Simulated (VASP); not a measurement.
Wanted: the native input for a VASP 6.6.1 run.

| Item | Value |
| --- | --- |
| Task | single point |
| Functional | LDA |
| Potentials or basis | VASP PAW LDA potentials, release 64 (Ti_sv, Rh_pv) |
| Cutoff | 520 eV |
| k mesh | 10 × 10 × 10 |
| Occupations | fermi-dirac, width 0.03 eV |
| Spin | no spin polarisation |
| Dipole correction | no |
| Further INCAR settings | ALGO = Normal; EDIFF = 1e-06; NBANDS = 36 |

The structure of TiRh3 lies in POSCAR:

```
TiRh3
1.0
    3.8220000000      0.0000000000      0.0000000000
    0.0000000000      3.8220000000      0.0000000000
    0.0000000000      0.0000000000      3.8984400000
Ti Rh
1 3
Direct
    0.0000000000      0.0000000000      0.0000000000
    0.0000000000      0.5000000000      0.5000000000
    0.5000000000      0.0000000000      0.5000000000
    0.5000000000      0.5000000000      0.0000000000
```

This cell differs from its parent crystal: zz strain of +2 %.

These files were run (other wordings do the same):

INCAR

```
PREC = Accurate
ENCUT = 520
EDIFF = 1E-6
ISMEAR = -1
SIGMA = 0.03
LREAL = False
LASPH = True
NELM = 60
ALGO = Normal
ISIF = 2
LWAVE = False
LCHARG = True
GGA = CA
LELF = True
LVHAR = True
NBANDS = 36
```

KPOINTS

```
Automatic mesh
0
Gamma
  10 10 10
```

Potentials or basis: VASP PAW LDA potentials, release 64 (Ti_sv, Rh_pv).

Command:

```console
$ cat potpaw_LDA.64/Ti_sv/POTCAR potpaw_LDA.64/Rh_pv/POTCAR > POTCAR
$ mpirun -np 1 vasp_std > vasp.out
```

Results of the run:

```json
{
 "Pressure": "-13.9 GPa"
}
```

Caveat: the cell differs from its parent crystal (zz strain of +2 %).

Run time: 99 s on 1 thread of Intel(R) Xeon(R) 6975P-C (Granite Rapids), with other jobs on the host, peak memory 0.3 GiB.
